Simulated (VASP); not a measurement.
# Nb (Im-3m) in VASP: notebook

The runs below take Nb through single point, relaxation of cell and atoms, with PBEsol.

Everything below comes from runs of VASP 6.6.1. Logs are shortened: lines on timing, memory, paths and dates and some standing lists are left out, and cuts for length are marked.

## (1) The cell of the first run

It takes space group Im-3m (No. 229, cubic). The conventional cell has a = 3.276 Å, b = 3.276 Å, c = 3.276 Å, α = 90.00°, β = 90.00°, γ = 90.00°. Within 3.7 Å of Nb (site symmetry m-3m) lie 14 Nb at 2.84 to 3.28 Å.

## (2) Single point, PBEsol

INCAR reads:

```
PREC = Accurate
ENCUT = 520
EDIFF = 1E-6
ISMEAR = -1
SIGMA = 0.1
LREAL = False
LASPH = True
NELM = 80
ALGO = Normal
ISIF = 2
LWAVE = False
LCHARG = False
GGA = PS
NBANDS = 12
```

KPOINTS reads:

```
regular mesh
0
Gamma
  11 11 11
```

POSCAR reads:

```
Nb
1.0
    2.8372922920     -0.0000000157     -0.0000000272
   -0.9457640825      2.6750248317     -0.0000000272
   -0.9457640825     -1.3375123766      2.3166394827
Nb
1
Direct
    0.0000000000      0.0000000000      0.0000000000
```

Potentials or basis: VASP PAW PBE potentials, release 64 (Nb_sv).

On the command line:

```sh
> cat potpaw_PBE.64/Nb_sv/POTCAR > POTCAR
> mpirun -np 1 vasp_std > vasp.out
```

OUTCAR:

```text
PREC = Accurate
   ENCUT = 520
   EDIFF = 1E-6
   ISMEAR = -1
   LREAL = False
   LASPH = True
   NELM = 80
   ISIF = 2
   GGA = PS

 ion  position               nearest neighbor table
   1  0.000  0.000  0.000-

  LATTYP: Found a body centered cubic cell.
 ALAT       =     3.2762229371

  Lattice vectors:

 A1 = (   2.8372922920,  -0.0000000157,  -0.0000000272)
 A2 = (  -0.9457640825,   2.6750248317,  -0.0000000272)
 A3 = (  -0.9457640825,  -1.3375123766,   2.3166394827)

Analysis of symmetry for initial positions (statically):
=====================================================================
 Subroutine PRICEL returns:
 Original cell was already a primitive cell.

 Routine SETGRP: Setting up the symmetry group for a
 body centered cubic supercell.

 Subroutine GETGRP returns: Found 48 space group operations
 (whereof 48 operations were pure point group operations)
 out of a pool of 48 trial point group operations.

The static configuration has the point symmetry O_h .

Analysis of symmetry for dynamics (positions and initial velocities):
=====================================================================
 Subroutine PRICEL returns:
 Original cell was already a primitive cell.

 Routine SETGRP: Setting up the symmetry group for a
 body centered cubic supercell.

 Subroutine GETGRP returns: Found 48 space group operations
 (whereof 48 operations were pure point group operations)
 out of a pool of 48 trial point group operations.

The dynamic configuration has the point symmetry O_h .

 Subroutine INISYM returns: Found 48 space group operations
 (whereof 48 operations are pure point group operations),
 and found     1 'primitive' translations

----------------------------------------------------------------------------------------

                                     Primitive cell

  volume of cell :      17.5829

  direct lattice vectors                    reciprocal lattice vectors
     2.837292292 -0.000000016 -0.000000027     0.352448710  0.124609436  0.215829868
    -0.945764082  2.675024832 -0.000000027     0.000000004  0.373828309  0.215829868
    -0.945764082 -1.337512377  2.316639483     0.000000004  0.000000006  0.431659746

  length of vectors
     2.837292292  2.837292292  2.837292292     0.431659746  0.431659746  0.431659746

  position of ions in fractional coordinates (direct lattice)
     0.000000000  0.000000000  0.000000000

  ion indices of the primitive-cell ions
   primitive index   ion index
                 1           1

----------------------------------------------------------------------------------------

 KPOINTS: regular mesh

Automatic generation of k-mesh.
 Grid dimensions read from file:
 generate k-points for:   11   11   11

 Generating k-lattice:

  Cartesian coordinates                     Fractional coordinates (reciprocal lattice)
     0.032040792  0.011328131  0.019620897     0.090909091  0.000000000  0.000000000
     0.000000000  0.033984392  0.019620897     0.000000000  0.090909091  0.000000000
     0.000000000  0.000000001  0.039241795     0.000000000  0.000000000  0.090909091

  Length of vectors
     0.039241795  0.039241795  0.039241795

  Shift w.r.t. Gamma in fractional coordinates (k-lattice)
     0.000000000  0.000000000  0.000000000

 Subroutine IBZKPT returns following result:
 ===========================================

 Found     56 irreducible k-points:

 Following reciprocal coordinates:
            Coordinates               Weight
  0.000000  0.000000  0.000000      1.000000
  0.090909  0.000000  0.000000     12.000000
  0.181818  0.000000  0.000000     12.000000
  0.272727  0.000000 -0.000000     12.000000
  0.363636  0.000000  0.000000     12.000000
  0.454545  0.000000  0.000000     12.000000
[... 16 lines left out ...]
  0.272727  0.181818  0.090909     48.000000
  0.363636  0.181818  0.090909     24.000000
 [... further k-points ...]
   k-points           NKPTS =     56   k-points in BZ     NKDIM =     56   number of bands    NBANDS=     12
   number of dos      NEDOS =    301   number of ions     NIONS =      1
   total plane-waves  NPLWV =  13824
   dimension x,y,z NGX =    24 NGY =   24 NGZ =   24
   dimension x,y,z NGXF=    48 NGYF=   48 NGZF=   48
   ions per type =               1
   NGX,Y,Z   is equivalent  to a cutoff of  14.06, 14.06, 14.06 a.u.
   NGXF,Y,Z  is equivalent  to a cutoff of  28.12, 28.12, 28.12 a.u.
 SYSTEM =  unknown system
   PREC   = accura    normal or accurate (medium, high low for compatibility)
   ISTART =      0    job   : 0-new  1-cont  2-samecut
   ICHARG =      2    charge: 1-file 2-atom 10-const
   ISPIN  =      1    spin polarized calculation?
   LNONCOLLINEAR =      F non collinear calculations
   LSORBIT =      F    spin-orbit coupling
   LASPH  =      T    aspherical Exc in radial PAW
   ENCUT  =  520.0 eV  38.22 Ry    6.18 a.u.   5.28  5.28  5.28*2*pi/ulx,y,z
   NELM   =     80;   NELMIN=  2; NELMDL= -5     # of ELM steps
   EDIFF  = 0.1E-05   stopping-criterion for ELM
   LREAL  =      F    real-space projection
   EDIFFG = 0.1E-04   stopping-criterion for IOM
   NSW    =      0    number of steps for IOM
   IBRION =     -1    ionic relax: 0-MD 1-quasi-New 2-CG
   NFREE  =      0    steps in history (QN), initial steepest desc. (CG)
   ISIF   =      2    stress and relaxation
   ISYM   =      2    0-nonsym 1-usesym 2-fastsym
   POTIM  = 0.5000    time-step for ionic-motion
   TEBEG  =    0.0;   TEEND  =   0.0 temperature during run
   PSTRESS=    0.0 pullay stress
   NELECT =      13.0000    total number of electrons
   NUPDOWN=      -1.0000    fix difference up-down
   EMIN   =  10.00;   EMAX   =-10.00  energy-range for DOS
   EFERMI =   0.00;   METHOD = LEGACY
   ISMEAR =    -1;   SIGMA  =   0.10  broadening in eV -4-tet -1-fermi 0-gaus
   EFERMI_NEDOS =   21; number of points for ismear=-14 and -15
   IALGO  =     38    algorithm
   IMIX   =      4    mixing-type and parameters
     AMIX     =   0.40;   BMIX     =  1.00
     AMIX_MAG =   1.60;   BMIX_MAG =  1.00
  volume/ion in A,a.u.               =      17.58       118.66
  Fermi-wavevector in a.u.,A,eV,Ry     =   1.480332  2.797422 29.815579  2.191383
  Thomas-Fermi vector in A             =   2.594379
   LORBIT       =      0    0 simple, 1 ext, 2 COOP (PROOUT), +10 PAW based schemes
   GGA     = PS    functional components
   LHFCALC =     F    Hartree Fock is set to
   AEXX    =    0.0000 exact exchange contribution
   IVDW    =     0    specifies the selected vdW correction
   LEPSILON=     F    determine dielectric tensor
   LRPA    =     F    only Hartree local field effects (RPA)
 non-spin polarized calculation
  energy-cutoff  :      520.00
  volume of cell :       17.58
 maximum number of plane-waves:       483
 NGX is ok and might be reduce to    24
   NGX = 11   NGY = 11   NGZ = 11

 number of electron      13.0000001 magnetization

 Free energy of the ion-electron system (eV)
  ---------------------------------------------------
  ext. energy  EPLUGINS =         0.00000000
  ---------------------------------------------------
  free energy    TOTEN  =       -10.97008812 eV

  energy without entropy =      -10.91667478  energy(sigma->0) =      -10.94338145

 E-fermi :  11.3687     XC(G=0): -12.7552

 val. band max:       11.3608889095   @ k =   0.0909   0.0909  -0.0000
 cond. band min:      11.4112645190   @ k =   0.1818   0.0000   0.0000
 fundamental gap:      0.0503756095
 Fermi energy:        11.3687071780

 k-point     1 :       0.0000    0.0000    0.0000
  band No.  band energies     occupation
      1     -42.8592      2.00000
      2     -18.1202      2.00000
      3     -18.1202      2.00000
      4     -18.1202      2.00000
      5       5.3656      2.00000
      6      11.7402      0.04754
      7      11.7402      0.04754
      8      11.7402      0.04754
      9      14.7308      0.00000
     10      14.7308      0.00000
     11      25.6603      0.00000
     12      25.6603      0.00000

 k-point     2 :       0.0909    0.0000    0.0000
  band No.  band energies     occupation
      1     -42.8381      2.00000
      2     -18.2468      2.00000
      3     -18.1584      2.00000
      4     -18.1214      2.00000
      5       5.7128      2.00000
      6      11.5267      0.34170
      7      11.6801      0.08504
      8      12.0772      0.00167
      9      14.4254      0.00000
     10      14.7324      0.00000
     11      25.9385      0.00000
     12      26.2638      0.00000

 k-point     3 :       0.1818    0.0000    0.0000
  band No.  band energies     occupation
      1     -42.7809      2.00000
      2     -18.5771      2.00000
      3     -18.2596      2.00000
      4     -18.1245      2.00000
      5       6.6113      2.00000
      6      11.0075      1.94743
      7      11.4113      0.79037
      8      13.0540      0.00000
      9      14.1044      0.00000
     10      14.7795      0.00000
     11      26.3040      0.00000
     12      27.9239      0.00000

 k-point     4 :       0.2727    0.0000   -0.0000
  band No.  band energies     occupation
      1     -42.7050      2.00000
      2     -18.9916      2.00000
      3     -18.3893      2.00000
      4     -18.1287      2.00000
      5       7.5164      2.00000
      6      10.4169      1.99985
      7      11.3241      1.21921
      8      14.2857      0.00000
      9      14.5576      0.00000
     10      14.9402      0.00000
     11      25.5727      0.00000
     12      27.2944      0.00000

 k-point     5 :       0.3636    0.0000    0.0000
  band No.  band energies     occupation
      1     -42.6343      2.00000
      2     -19.3568      2.00000
      3     -18.5059      2.00000
      4     -18.1327      2.00000
      5       7.7151      2.00000
      6       9.9391      2.00000
      7      12.2507      0.00030
      8      14.6714      0.00000
      9      15.2100      0.00000
     10      16.3345      0.00000
     11      24.1641      0.00000
     12      25.4502      0.00000
[... 228 lines left out ...]
      1     -42.8174      2.00000
      2     -18.2915      2.00000
      3     -18.1972      2.00000
      4     -18.1972      2.00000
      5       6.0492      2.00000
      6      11.6869      0.07969
      7      11.6869      0.07969
      8      12.0542      0.00211
      9      13.7331      0.00000
     10      15.0825      0.00000
     11      26.6357      0.00000
     12      26.8383      0.00000

 k-point    22 :       0.1818    0.1818    0.0909
  band No.  band energies     occupation
      1     -42.6287      2.00000
      2     -19.2612      2.00000
      3     -18.4987      2.00000
      4     -18.3201      2.00000
      5       9.0099      2.00000
      6       9.9771      2.00000
      7      10.2727      1.99997
      8      14.7688      0.00000
      9      15.2836      0.00000
     10      17.9448      0.00000
     11      25.2857      0.00000
     12      26.1740      0.00000

 k-point    23 :       0.2727    0.1818    0.0909
  band No.  band energies     occupation
      1     -42.5871      2.00000
      2     -19.3334      2.00000
      3     -18.6941      2.00000
      4     -18.3574      2.00000
      5       9.0123      2.00000
      6       9.8107      2.00000
      7      11.1718      1.75503
      8      15.0213      0.00000
      9      15.5078      0.00000
     10      19.8166      0.00000
     11      23.1850      0.00000
     12      24.8864      0.00000

 k-point    24 :       0.3636    0.1818    0.0909
  band No.  band energies     occupation
      1     -42.5715      2.00000
      2     -19.3399      2.00000
      3     -18.7906      2.00000
      4     -18.3681      2.00000
      5       8.9134      2.00000
      6       9.7553      2.00000
      7      11.7552      0.04106
      8      15.1525      0.00000
      9      15.5780      0.00000
     10      20.7189      0.00000
     11      22.1057      0.00000
     12      24.2996      0.00000

 [... further k-points ...]

------------------------ aborting loop because EDIFF is reached ----------------------------------------

  FORCE on cell =-STRESS in cart. coord.  units (eV):
  Direction    XX          YY          ZZ          XY          YZ          ZX
  --------------------------------------------------------------------------------------
  -------------------------------------------------------------------------------------
  Total       -0.0334041     -0.0334041     -0.0334041     -0.0000000      0.0000000     -0.0000000
  in kB       -3.0438242     -3.0438242     -3.0438242     -0.0000000      0.0000000     -0.0000000
  external PRESSURE =      -3.0438242 kB  Pullay stress =       0.0000000 kB

 VOLUME and BASIS-vectors are now :
 -----------------------------------------------------------------------------
  energy-cutoff  :      520.00
  volume of cell :       17.58
      direct lattice vectors                 reciprocal lattice vectors
     2.837292292 -0.000000016 -0.000000027     0.352448710  0.124609436  0.215829868
    -0.945764082  2.675024832 -0.000000027     0.000000004  0.373828309  0.215829868
    -0.945764082 -1.337512377  2.316639483     0.000000004  0.000000006  0.431659746

 POSITION                                       TOTAL-FORCE (eV/Angst)
 -----------------------------------------------------------------------------------
      0.00000      0.00000      0.00000        -0.000000      0.000000      0.000000
 -----------------------------------------------------------------------------------
    total drift:                                0.000000      0.000000      0.000000

  FREE ENERGIE OF THE ION-ELECTRON SYSTEM (eV)
  ---------------------------------------------------
  free  energy   TOTEN  =       -10.9700881175 eV

  energy  without entropy=      -10.9166747803  energy(sigma->0) =      -10.94338145
```

Run time: 16 s. Hardware: 1 thread of Intel Xeon 8259CL, shared host; peak memory 0.14 GiB.

What came out:

```
Free energy            : -10.9701 eV
Pressure               : -0.3 GPa
Band gap on the k mesh : zero (an odd number of electrons rules out a gap without spin polarisation)
```

Caveat: the PAW data sets were made with another functional, which shifts forces and pressure a little.

## (3) Relaxation of cell and atoms, PBEsol

This run uses another cell than the first one, of 18.43 Å³/atom.

INCAR reads:

```
  ALGO = Normal
  EDIFF = 1E-6
  EDIFFG = -0.02
  ENCUT = 600
  GGA = PS
  IBRION = 2
  ISIF = 3
  ISMEAR = -1
  LASPH = True
  LCHARG = False
  LREAL = False
  LWAVE = False
  NELM = 100
  NSW = 80
  PREC = Accurate
  SIGMA = 0.1
```

KPOINTS reads:

```
k-points
0
Gamma
  11 11 11
```

POSCAR reads:

```
Nb
1.0
    2.8820460000      0.0000000000      0.0000000000
   -0.9606819699      2.7172190377      0.0000000000
   -0.9606819699     -1.3586094550      2.3531807511
Nb
1
Direct
    0.0000000000      0.0000000000      0.0000000000
```

Potentials or basis: VASP PAW PBE potentials, release 64 (Nb_sv).

On the command line:

```sh
> cat potpaw_PBE.64/Nb_sv/POTCAR > POTCAR
> mpirun -np 1 vasp_std > vasp.out
```

Wall time 55 s (1 thread of Intel Xeon 8259CL, shared host); peak memory 0.15 GiB.

It converged, with:

```
Free energy                           : -10.9707 eV
Relaxed volume                        : 17.56 Å³/atom
Relaxed cell                          : a = 2.836 Å, b = 2.836 Å, c = 2.836 Å, α = 109.47°, β = 109.47°, γ = 109.47°
Space group after relaxing (to 0.1 Å) : Im-3m (No. 229)
Energy gained by relaxing             : 22.8 meV/atom
Ionic steps                           : 4
Pressure after relaxing               : 0.0 GPa
Band gap on the k mesh                : zero (an odd number of electrons rules out a gap without spin polarisation)
```

The path:
```csv
step,energy change (eV),largest force (eV/Å),pressure (GPa),volume (Å³)
1,0.0000,0.0000,-8.09,18.43
2,0.0598,0.0000,18.73,16.06
3,-0.0228,0.0000,-0.27,17.58
4,-0.0228,0.0000,-0.02,17.56
```

Final structure:
```cif
data_structure
_symmetry_space_group_name_H-M 'P 1'
_symmetry_Int_Tables_number 1
_cell_length_a 2.8360
_cell_length_b 2.8360
_cell_length_c 2.8360
_cell_angle_alpha 109.471
_cell_angle_beta 109.471
_cell_angle_gamma 109.471
_cell_volume 17.56
loop_
_atom_site_label
_atom_site_type_symbol
_atom_site_fract_x
_atom_site_fract_y
_atom_site_fract_z
_atom_site_occupancy
Nb1 Nb 0.00000 0.00000 0.00000 1
```

Levels at points of the mesh, in eV from the Fermi level:
```tsv
k point	band 2	band 3	band 4	band 5	band 6	band 7	band 8	band 9	band 10
(0.00, 0.00, 0.00)	-29.48	-29.48	-29.48	-6.01	0.37	0.37	0.37	3.37	3.37
```

Caveat: the PAW data sets were made with another functional, which shifts forces and pressure a little.
